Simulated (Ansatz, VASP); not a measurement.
PbF2 in VASP and in Ansatz

```xyz
3
Lattice="0.0000 2.8849 2.8849 2.8849 0.0000 2.8849 2.8849 2.8849 0.0000" Properties=species:S:1:pos:R:3 pbc="T T T"
Pb    0.0000    0.0000    0.0000
F     1.4425    1.4425    1.4425
F     4.3274    4.3274    4.3274
```

Alike in both runs: task single point; functional PBE; k mesh 8 × 8 × 8; occupations gaussian, width 0.02 eV; no spin polarisation.

|  | VASP | Ansatz |
| --- | --- | --- |
| version | VASP 6.6.1 | Ansatz 0.2.0 |
| potentials or method | VASP PAW PBE potentials, release 64 (Pb_d, F), cutoff 520 eV | scalar-relativistic, plane waves, PAW |
| valence electrons in the cell | 28 | 28 |

|  | VASP | Ansatz | Ansatz less VASP |
| --- | --- | --- | --- |
| gap on the k mesh at the Fermi level (eV) | 4.38 | 4.39 | +0.003 |
| least direct gap on the mesh (eV) | 4.54 | 4.54 | +0.002 |
| pressure (GPa) | 10.2 | 10.4 | +0.20 |

Neither program's run includes spin-orbit coupling.
